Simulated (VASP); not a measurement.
Runs of VASP 6.6.1 on KF. The structure is that of space group Fm-3m (No. 225), or close to it. The cells are those of the table. 

```csv
level,cell,smearing,gap on the mesh (eV),pressure (GPa)
r2SCAN,"a = 3.802, b = 3.802, c = 3.842 Å, angles 59.6, 59.6, 60.7°, 2 atoms",gaussian 0.01 eV,(b),-1.4
PBE,"a = 3.814 Å, angles 59.1°, 2 atoms",fermi-dirac 0.02 eV,6.12,(a)
PBE,"a = 3.802, b = 3.802, c = 3.842 Å, angles 59.6, 59.6, 60.7°, 2 atoms",fermi-dirac 0.02 eV,(c),0.5
r2SCAN,"a = 3.814 Å, angles 59.1°, 2 atoms",gaussian 0.01 eV,6.79,-0.7
```

Alike in all rows: task single point; potentials or basis VASP PAW PBE potentials, release 64 (K_sv, F); no spin polarisation; k mesh 8 × 8 × 8; cutoff (eV) 520.

Task: Estimate the missing entries.

Result: (a) 1.2; (b) 6.66; (c) 6.00.

Caveats: the PAW data sets were made with another functional, which shifts forces and pressure a little (at least some runs).

A k mesh can miss the band edges.
